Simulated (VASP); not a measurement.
# LiBe16 (a cell with a defect) in VASP: further runs

LiBe16 (a cell with a defect) is run at these levels: PBE; tasks: single point.

Everything below comes from runs of VASP 6.6.1. Logs are shortened: lines on timing, memory, paths and dates and some standing lists are left out, and cuts for length are marked.

## (1) The cell of the first run

The cell holds a defect, 17 atoms: a = 4.580 Å, b = 3.966 Å, c = 7.177 Å, α = 90.00°, β = 90.00°, γ = 90.00°.

## (2) Single point, PBE

Contents of INCAR:

```
  PREC = Accurate
  ENCUT = 520
  EDIFF = 1E-6
  ISMEAR = 0
  SIGMA = 0.15
  LREAL = Auto
  LASPH = True
  NELM = 60
  ALGO = Normal
  ISIF = 2
  LWAVE = False
  LCHARG = True
  GGA = PE
  LELF = True
  LVHAR = True
  NBANDS = 32
```

Contents of KPOINTS:

```
regular mesh
0
Gamma
  5 5 3
```

Contents of POSCAR:

```
LiBe16
1.0
   -2.2900000000     -3.9663960000      0.0000000000
    3.4350000000     -1.9831980000      0.0000000000
    0.0000000000      0.0000000000      7.1768600000
Be Li
16 1
Direct
    0.7426133806      0.5395884156      0.0069282234
    0.4940623494      0.4017629628      0.2533104861
    0.7721998566      0.3370131334      0.5067275666
    0.4939329943      0.4013412074      0.7605081149
    0.4832133754      0.0446708442      0.0070363136
    0.2396917523      0.8521602670      0.2526309359
    0.5598689734     -0.2771811532      0.5071323442
    0.2398299754      0.8521737006      0.7612185914
    0.2386079427      0.5347276189      0.0069152101
    0.0067022566      0.3478996994      0.2521896119
    0.1756507097      0.5428449677      0.5069133570
    0.0063527004      0.3478827425      0.7615541306
   -0.0109043433      0.0286661296      0.0069670889
    0.7349366149      0.8997462501      0.2540632298
   -0.0325465874     -0.0565465340      0.5070840286
    0.7348951913      0.8994524542      0.7601641360
    0.3729178577      0.1319434936      0.5067666312
```

Potentials or basis: VASP PAW PBE potentials, release 64 (Be, Li_sv).

On the command line:

```
> cat potpaw_PBE.64/Be/POTCAR potpaw_PBE.64/Li_sv/POTCAR > POTCAR
> mpirun -np 1 vasp_std > vasp.out
```

OUTCAR:

```text
PREC = Accurate
   ENCUT = 520
   EDIFF = 1E-6
   ISMEAR = 0
   LREAL = Auto
   LASPH = True
   NELM = 60
   ISIF = 2
   GGA = PE

 ion  position               nearest neighbor table
   1  0.743  0.540  0.007-   2 2.17   4 2.17  13 2.24  12 2.27  10 2.27   9 2.27  16 2.27  14 2.28
                             5 2.29   9 2.31  13 2.32   5 2.33
   2  0.494  0.402  0.253-   6 2.13   1 2.17  17 2.18   9 2.18   3 2.24  10 2.24   7 2.24  14 2.26
                             5 2.27  14 2.28  10 2.36
   3  0.772  0.337  0.507-  15 1.80   7 1.81  17 2.00  11 2.02  10 2.12  12 2.12   2 2.24   4 2.24
[... 25 lines left out ...]
  16  0.735  0.899  0.760-   7 2.11  15 2.11  12 2.17  13 2.18   5 2.19   4 2.26   1 2.27   8 2.28
                             4 2.28   8 2.32
  17  0.373  0.132  0.507-   7 1.83  11 1.86   3 2.00  15 2.00   2 2.18   4 2.18   6 2.22   8 2.22
                             7 2.50

  LATTYP: Found a simple orthorhombic cell.
 ALAT       =     3.9663962620
 B/A-ratio  =     1.1547004875
 C/A-ratio  =     1.8094157835

  Lattice vectors:

 A1 = (  -3.4350000000,   1.9831980000,   0.0000000000)
 A2 = (  -2.2900000000,  -3.9663960000,   0.0000000000)
 A3 = (   0.0000000000,   0.0000000000,   7.1768600000)

Analysis of symmetry for initial positions (statically):
=====================================================================
 Subroutine PRICEL returns:
 Original cell was already a primitive cell.

 Routine SETGRP: Setting up the symmetry group for a
 simple orthorhombic supercell.

 Subroutine GETGRP returns: Found  1 space group operations
 (whereof  1 operations were pure point group operations)
 out of a pool of  8 trial point group operations.

The static configuration has the point symmetry C_1 .

Analysis of symmetry for dynamics (positions and initial velocities):
=====================================================================
 Subroutine PRICEL returns:
 Original cell was already a primitive cell.

 Routine SETGRP: Setting up the symmetry group for a
 simple orthorhombic supercell.

 Subroutine GETGRP returns: Found  1 space group operations
 (whereof  1 operations were pure point group operations)
 out of a pool of  8 trial point group operations.

The dynamic configuration has the point symmetry C_1 .

 Subroutine INISYM returns: Found  1 space group operations
 (whereof  1 operations are pure point group operations),
 and found     1 'primitive' translations

----------------------------------------------------------------------------------------

                                     Primitive cell

  volume of cell :     130.3755

  direct lattice vectors                    reciprocal lattice vectors
    -2.290000000 -3.966396000  0.000000000    -0.109170306 -0.189088533  0.000000000
     3.435000000 -1.983198000  0.000000000     0.218340611 -0.126059022  0.000000000
     0.000000000  0.000000000  7.176860000     0.000000000  0.000000000  0.139336702

  length of vectors
     4.579999697  3.966396262  7.176860000     0.218340626  0.252118027  0.139336702

  position of ions in fractional coordinates (direct lattice)
     0.742613381  0.539588416  0.006928223
     0.494062349  0.401762963  0.253310486
     0.772199857  0.337013133  0.506727567
     0.493932994  0.401341207  0.760508115
     0.483213375  0.044670844  0.007036314
     0.239691752  0.852160267  0.252630936
[... 9 lines left out ...]
     0.734895191  0.899452454  0.760164136
     0.372917858  0.131943494  0.506766631

  ion indices of the primitive-cell ions
   primitive index   ion index
                 1           1
                 2           2
                 3           3
                 4           4
                 5           5
                 6           6
[... 9 lines left out ...]
                16          16
                17          17

----------------------------------------------------------------------------------------

 KPOINTS: regular mesh

Automatic generation of k-mesh.
 Grid dimensions read from file:
 generate k-points for:    5    5    3

 Generating k-lattice:

  Cartesian coordinates                     Fractional coordinates (reciprocal lattice)
    -0.021834061 -0.037817707  0.000000000     0.200000000  0.000000000  0.000000000
     0.043668122 -0.025211804  0.000000000     0.000000000  0.200000000  0.000000000
     0.000000000  0.000000000  0.046445567     0.000000000  0.000000000  0.333333333

  Length of vectors
     0.043668125  0.050423605  0.046445567

  Shift w.r.t. Gamma in fractional coordinates (k-lattice)
     0.000000000  0.000000000  0.000000000

 Subroutine IBZKPT returns following result:
 ===========================================

 Found     38 irreducible k-points:

 Following reciprocal coordinates:
            Coordinates               Weight
  0.000000  0.000000  0.000000      1.000000
  0.200000  0.000000  0.000000      2.000000
  0.400000  0.000000  0.000000      2.000000
  0.000000  0.200000  0.000000      2.000000
  0.200000  0.200000  0.000000      2.000000
 -0.200000  0.200000  0.000000      2.000000
[... 16 lines left out ...]
  0.200000 -0.200000 -0.333333      2.000000
 -0.200000 -0.200000  0.333333      2.000000
 [... further k-points ...]
   k-points           NKPTS =     38   k-points in BZ     NKDIM =     38   number of bands    NBANDS=     32
   number of dos      NEDOS =    301   number of ions     NIONS =     17
   total plane-waves  NPLWV =  58320
   dimension x,y,z NGX =    36 NGY =   30 NGZ =   54
   dimension x,y,z NGXF=    72 NGYF=   60 NGZF=  108
   ions per type =              16   1
   NGX,Y,Z   is equivalent  to a cutoff of  13.07, 12.57, 12.51 a.u.
   NGXF,Y,Z  is equivalent  to a cutoff of  26.13, 25.15, 25.02 a.u.
 SYSTEM =  unknown system
   PREC   = accura    normal or accurate (medium, high low for compatibility)
   ISTART =      0    job   : 0-new  1-cont  2-samecut
   ICHARG =      2    charge: 1-file 2-atom 10-const
   ISPIN  =      1    spin polarized calculation?
   LNONCOLLINEAR =      F non collinear calculations
   LSORBIT =      F    spin-orbit coupling
   LASPH  =      T    aspherical Exc in radial PAW
   ENCUT  =  520.0 eV  38.22 Ry    6.18 a.u.   8.52  7.37 13.34*2*pi/ulx,y,z
   NELM   =     60;   NELMIN=  2; NELMDL= -5     # of ELM steps
   EDIFF  = 0.1E-05   stopping-criterion for ELM
   LREAL  =      T    real-space projection
   EDIFFG = 0.1E-04   stopping-criterion for IOM
   NSW    =      0    number of steps for IOM
   IBRION =     -1    ionic relax: 0-MD 1-quasi-New 2-CG
   NFREE  =      0    steps in history (QN), initial steepest desc. (CG)
   ISIF   =      2    stress and relaxation
   ISYM   =      2    0-nonsym 1-usesym 2-fastsym
   POTIM  = 0.5000    time-step for ionic-motion
   TEBEG  =    0.0;   TEEND  =   0.0 temperature during run
   PSTRESS=    0.0 pullay stress
   NELECT =      35.0000    total number of electrons
   NUPDOWN=      -1.0000    fix difference up-down
   EMIN   =  10.00;   EMAX   =-10.00  energy-range for DOS
   EFERMI =   0.00;   METHOD = LEGACY
   ISMEAR =     0;   SIGMA  =   0.15  broadening in eV -4-tet -1-fermi 0-gaus
   EFERMI_NEDOS =   21; number of points for ismear=-14 and -15
   IALGO  =     38    algorithm
   IMIX   =      4    mixing-type and parameters
     AMIX     =   0.40;   BMIX     =  1.00
     AMIX_MAG =   1.60;   BMIX_MAG =  1.00
  volume/ion in A,a.u.               =       7.67        51.75
  Fermi-wavevector in a.u.,A,eV,Ry     =   1.056085  1.995711 15.174786  1.115315
  Thomas-Fermi vector in A             =   2.191307
   LORBIT       =      0    0 simple, 1 ext, 2 COOP (PROOUT), +10 PAW based schemes
   GGA     = PE    functional components
   LHFCALC =     F    Hartree Fock is set to
   AEXX    =    0.0000 exact exchange contribution
   IVDW    =     0    specifies the selected vdW correction
   LEPSILON=     F    determine dielectric tensor
   LRPA    =     F    only Hartree local field effects (RPA)
 non-spin polarized calculation
 Gauss-broadening in eV      SIGMA  =   0.15
  energy-cutoff  :      520.00
  volume of cell :      130.38
 maximum number of plane-waves:      3529
 NGX is ok and might be reduce to    36
   NGX = 17   NGY = 15   NGZ = 27

 number of electron      34.9999998 magnetization

 Free energy of the ion-electron system (eV)
  ---------------------------------------------------
  ext. energy  EPLUGINS =         0.00000000
  ---------------------------------------------------
  free energy    TOTEN  =       -57.50565707 eV

  energy without entropy =      -57.47145445  energy(sigma->0) =      -57.48855576

 E-fermi :   7.1716     XC(G=0): -10.6566

 val. band max:        7.1534407003   @ k =   0.4000   0.0000   0.0000
 cond. band min:       7.2038063860   @ k =   0.4000   0.0000   0.0000
 fundamental gap:      0.0503656857
 Fermi energy:         7.1716390656

 k-point     1 :       0.0000    0.0000    0.0000
  band No.  band energies     occupation
      1     -38.8937      2.00000
      2      -4.0512      2.00000
      3      -2.1124      2.00000
      4      -1.8794      2.00000
      5       1.0015      2.00000
      6       1.1184      2.00000
[... 757 lines left out ...]
     28      12.0833      0.00000
     29      12.5384      0.00000

 [... further k-points ...]

 [bands above 29 left out]

------------------------ aborting loop because EDIFF is reached ----------------------------------------

  FORCE on cell =-STRESS in cart. coord.  units (eV):
  Direction    XX          YY          ZZ          XY          YZ          ZX
  --------------------------------------------------------------------------------------
  -------------------------------------------------------------------------------------
  Total       17.4493004      8.7270076      1.5445972      0.5684254      0.0093315      0.0001773
  in kB      214.4334719    107.2457063     18.9814684      6.9853473      0.1146738      0.0021785
  external PRESSURE =     113.5535489 kB  Pullay stress =       0.0000000 kB

 VOLUME and BASIS-vectors are now :
 -----------------------------------------------------------------------------
  energy-cutoff  :      520.00
  volume of cell :      130.38
      direct lattice vectors                 reciprocal lattice vectors
    -2.290000000 -3.966396000  0.000000000    -0.109170306 -0.189088533  0.000000000
     3.435000000 -1.983198000  0.000000000     0.218340611 -0.126059022  0.000000000
     0.000000000  0.000000000  7.176860000     0.000000000  0.000000000  0.139336702

 POSITION                                       TOTAL-FORCE (eV/Angst)
 -----------------------------------------------------------------------------------
      0.15290     -4.01561      0.04972         0.002737     -0.001427      0.001644
      0.24865     -2.75642      1.81797        -0.005003     -0.002698     -0.004246
     -0.61070     -3.73121      3.63671        -0.001284     -0.009012      0.000595
      0.24750     -2.75507      5.45806        -0.002900     -0.005110      0.006440
     -0.95311     -2.00521      0.05050         0.003154     -0.000323     -0.001414
      2.37828     -2.64071      1.81310        -0.002410      0.000487     -0.001784
[... 9 lines left out ...]
      1.40671     -4.69868      5.45559        -0.000044     -0.000891     -0.001243
     -0.40076     -1.74081      3.63699         0.000749      0.009168      0.001370
 -----------------------------------------------------------------------------------
    total drift:                                0.002999      0.001932     -0.000086

  FREE ENERGIE OF THE ION-ELECTRON SYSTEM (eV)
  ---------------------------------------------------
  free  energy   TOTEN  =       -57.5056570676 eV

  energy  without entropy=      -57.4714544531  energy(sigma->0) =      -57.48855576
```

It took 2.1 min on 1 thread of Intel Xeon 6975P-C (Granite Rapids), shared host; peak memory 0.27 GiB.

What came out:

```yaml
Free_energy: -57.5057 eV
Largest_force: 0.016 eV/Å
```

Forces on the atoms (eV/Å):
```
Be   0.003 -0.001  0.002
Be  -0.005 -0.003 -0.004
Be  -0.001 -0.009  0.001
Be  -0.003 -0.005  0.006
Be   0.003  0.000 -0.001
Be  -0.002  0.000 -0.002
Be  -0.009 -0.001  0.000
Be  -0.001  0.000  0.002
Be  -0.001  0.000 -0.001
Be   0.003  0.004 -0.001
Be   0.016  0.003  0.000
Be   0.002 -0.002  0.000
Be   0.001  0.001  0.000
Be   0.000  0.001 -0.003
Be  -0.005  0.004  0.002
Be   0.000 -0.001 -0.001
Li   0.001  0.009  0.001
```

Caveat: the cutoff is under 1.25 times the usual one of these potentials, so pressure, stress and relaxed cells hold a basis-set (Pulay) error.

(Continued in part 2 of 2.)
